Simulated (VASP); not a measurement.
A run of VASP 6.6.1 is set up as follows.

Contents of INCAR:

```
PREC = Accurate
ENCUT = 520
EDIFF = 1E-7
ISMEAR = 0
SIGMA = 0.1
LREAL = F
LASPH = T
NELM = 150
ALGO = Normal
ISIF = 2
LWAVE = F
LCHARG = T
ISPIN = 2
MAGMOM = 1 1
LORBIT = 11
LDIPOL = T
IDIPOL = 3
DIPOL = 0.5 0.5 0.500
GGA = PE
LELF = T
LVHAR = T
LVACPOTAV = T
NBANDS = 15
```

File KPOINTS:

```
Automatic mesh
0
Gamma
  12 12 1
```

Contents of POSCAR:

```
C
1.0
    2.4560530000      0.0000000000      0.0000000000
   -1.2280260000      2.1270040000      0.0000000000
    0.0000000000      0.0000000000     15.0000000000
C
2
Direct
    0.3333333300      0.6666666700      0.4982149200
    0.6666666700      0.3333333300      0.5017850800
```

Potentials or basis: VASP PAW PBE potentials, release 64 (C).

The run is started by

```bash
$ cat potpaw_PBE.64/C/POTCAR > POTCAR
$ mpirun -np 1 vasp_std > vasp.out
```

Problem. Estimate the band gap on the k mesh.

Solution. Zero (filled and empty bands touch).

Problem. Estimate the net moment.

Solution. 0.00 μB per cell.

Problem. Estimate the largest force.

Solution. 0.895 eV/Å.

Forces on the atoms (eV/Å):
```
C    0.000  0.000  0.895
C    0.000  0.000 -0.895
```
